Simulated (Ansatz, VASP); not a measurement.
# BeTe in VASP and in Ansatz

The input POSCAR:

```
BeTe
1.0
    0.0000000000      2.8286236224      2.9618517950
    2.8286236224      0.0000000000      2.9618517950
    2.8286236224      2.8286236224      0.0000000000
Be Te
1 1
Direct
    0.0000000000      0.0000000000      0.0000000000
    0.2500000000      0.2500000000      0.2500000000
```

INCAR.step1

```
ALGO = Normal
EDIFF = 1E-5
ENCUT = 520
GGA = PE
ISIF = 2
ISMEAR = 0
LASPH = True
LCHARG = False
LREAL = False
LWAVE = True
NBANDS = 11
NELM = 60
PREC = Accurate
SIGMA = 0.01
```

File INCAR.step2:

```
ALGO = Normal
EDIFF = 1E-6
ENCUT = 520
GGA = PE
HFSCREEN = 0.2079
ISIF = 2
ISMEAR = 0
ISTART = 1
LASPH = True
LCHARG = False
LHFCALC = True
LREAL = False
LWAVE = False
NBANDS = 11
NELM = 60
PREC = Accurate
PRECFOCK = Normal
SIGMA = 0.01
```

Contents of KPOINTS:

```
k-points
0
Gamma
  6 6 6
```

Input for Ansatz:

```yaml
crystal:
  lattice:
    - [0.0, 2.8286236224, 2.961851795]
    - [2.8286236224, 0.0, 2.961851795]
    - [2.8286236224, 2.8286236224, 0.0]
  atoms:
    - { symbol: Be, position: [0.0, 0.0, 0.0] }
    - { symbol: Te, position: [0.25, 0.25, 0.25] }
kpoints:
  mp_grid: { grid: [6, 6, 6] }
  band_path:
    path:
      - [0.0, 0.0, 0.0]
      - [-0.5, -0.5, 0.0]
      - [-0.375, -0.375, 0.25]
      - [-0.375, 0.0, 0.375]
      - [0.0, 0.0, 0.5]
      - [-0.5, -0.25, 0.25]
    npoints: 1
hamiltonian:
  xc: hse06
scf:
  occupations: { method: fixed }
  n_extra_bands: 4
output:
  forces: true
  stress: true
  eigenvalues: true
```

Change from the starting cell: uniaxial_z strain +4.7%.

Alike in both runs: task single point; functional HSE06; k mesh 6 × 6 × 6; no spin polarisation.

|  | VASP | Ansatz |
| --- | --- | --- |
| version | VASP 6.6.1 | Ansatz 0.2.0 |
| potentials or method | VASP PAW PBE potentials, release 64 (Be, Te) | plane waves, PAW |
| plane-wave cutoff (eV) | 520 | 420 |
| occupations | gaussian, width 0.01 eV | fixed |
| valence electrons in the cell | 8 | 18 |

```tsv
	VASP	Ansatz	Ansatz less VASP
gap on the k mesh at the Fermi level (eV)	2.60	2.62	+0.018
pressure (GPa)	-3.4	-3.2	+0.12
traceless stress, the component that is largest in VASP (GPa)	-2.05	-2.05	-0.005
```

VASP's potentials hold 8 valence electrons a cell and Ansatz's 18, so a difference there can come from the potentials and not from the codes. Ansatz's warnings: stress exchange threshold loose, stress scf threshold loose.

Spin-orbit coupling is off throughout.
